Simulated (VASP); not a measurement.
Write the native input for VASP 6.6.1 that does the following.

```yaml
Task: electric field gradients
Functional: PBE
Potentials_or_basis: VASP PAW PBE potentials, release 64 (Bi_d, Se)
Cutoff: 520 eV
k_mesh: 6 × 6 × 6
Occupations: fermi-dirac, width 0.03 eV
Spin: no spin polarisation
Dipole_correction: no
Further_INCAR_settings: ALGO = Normal; EDIFF = 1e-08; NBANDS = 32
```

The structure of Bi2Se3 lies in POSCAR:

```
Bi2Se3
1.0
    2.1789124036      1.3121489696      9.5780047997
   -1.9640861900      1.2707189836      9.5365748138
    0.0715336865     -2.2965080533      9.5214103865
Bi Se
2 3
Direct
    0.4008000000      0.4008000000      0.4008000000
    0.5992000000      0.5992000000      0.5992000000
    0.0000000000      0.0000000000      0.0000000000
    0.2117000000      0.2117000000      0.2117000000
    0.7883000000      0.7883000000      0.7883000000
```

This cell differs from its parent crystal: equal xy, yz and zx shear strains of +2 %.

One way to write it, as run:

INCAR

```
SYSTEM = Bi2Se3
PREC     = Accurate       ! precision mode
ENCUT    = 520            ! plane-wave cutoff, eV
EDIFF    = 1E-8           ! SCF threshold, eV
ISMEAR   = -1             ! smearing method
SIGMA    = 0.03           ! smearing width, eV
LREAL    = .FALSE.        ! projectors in reciprocal space
LASPH    = .TRUE.         ! aspherical terms in the spheres
NELM     = 100            ! most SCF steps
ALGO     = Normal         ! electronic algorithm
ISIF     = 2              ! what is computed and relaxed
LWAVE    = .FALSE.        ! write WAVECAR
LCHARG   = .FALSE.        ! write CHGCAR
GGA      = PE             ! functional
LEFG     = .TRUE.       
NBANDS   = 32             ! bands
```

KPOINTS

```
regular mesh
0
G
  6 6 6
  0 0 0
```

Potentials or basis: VASP PAW PBE potentials, release 64 (Bi_d, Se).

Command:

```bash
$ cat potpaw_PBE.64/Bi_d/POTCAR potpaw_PBE.64/Se/POTCAR > POTCAR
$ mpirun -np 1 vasp_std > vasp.out
```

It gave:

| Item | Value |
| --- | --- |
| Pressure | 2.6 GPa |
| Largest force | 0.265 eV/Å |
| Band gap on the k mesh | 0.21 eV |
| Largest electric field gradient by atom | Bi +49.2; Se +74.2, -19.9 (each value once) V/Å² |

Caveat: the cell differs from its parent crystal (equal xy, yz and zx shear strains of +2 %); without QUAD_EFG the Cq values of the log hold for a quadrupole moment of 1 mb, not for the nuclei; spin-orbit coupling is left out, which moves the levels of the heavy elements.

It took 59 min on 1 thread of AMD EPYC 7R43 64-Core Processor (Zen 3) (shared host), peak memory 1.1 GiB.
